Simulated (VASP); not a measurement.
The system is Sb.

```
Sb
1.0
     0.00000    3.32309    3.32309
     3.32309    0.00000    3.32309
     3.32309    3.32309    0.00000
Sb
2
Direct
  0.12500 0.12500 0.12500
  0.87500 0.87500 0.87500
```

- Program: VASP 6.6.1
- Task: relaxation of cell and atoms
- Functional: PBE
- Potentials or basis: VASP PAW PBE potentials, release 64 (Sb)
- Cutoff: 600 eV
- k mesh: 8 × 8 × 8
- Occupations: fermi-dirac, width 0.1 eV
- Spin: no spin polarisation

At the start: pressure 6.6 GPa; volume 36.70 Å³/atom.

**Question.** Where does the relaxation end?

**Answer.** Over 3 steps the energy falls by 111.6 meV/atom and the volume is 42.79 Å³/atom (+16.6 %); space group Fd-3m (No. 227, to 0.05 Å).

Step by step:
| step | energy change (eV) | largest force (eV/Å) | pressure (GPa) | volume (Å³) |
| --- | --- | --- | --- | --- |
| 1 | 0.0000 | 0.0000 | 6.63 | 73.39 |
| 2 | -0.1967 | 0.0000 | -1.60 | 90.73 |
| 3 | -0.2233 | 0.0000 | 0.04 | 85.59 |

Final structure:
```yaml
crystal:
  lattice:
    - [0.00000, 3.49778, 3.49778]
    - [3.49778, 0.00000, 3.49778]
    - [3.49778, 3.49778, 0.00000]
  atoms:
    - { symbol: Sb, position: [0.12500, 0.12500, 0.12500] }
    - { symbol: Sb, position: [0.87500, 0.87500, 0.87500] }
```

Caveat: the volume moved by over 15 % at a fixed basis, so the end points are rough.
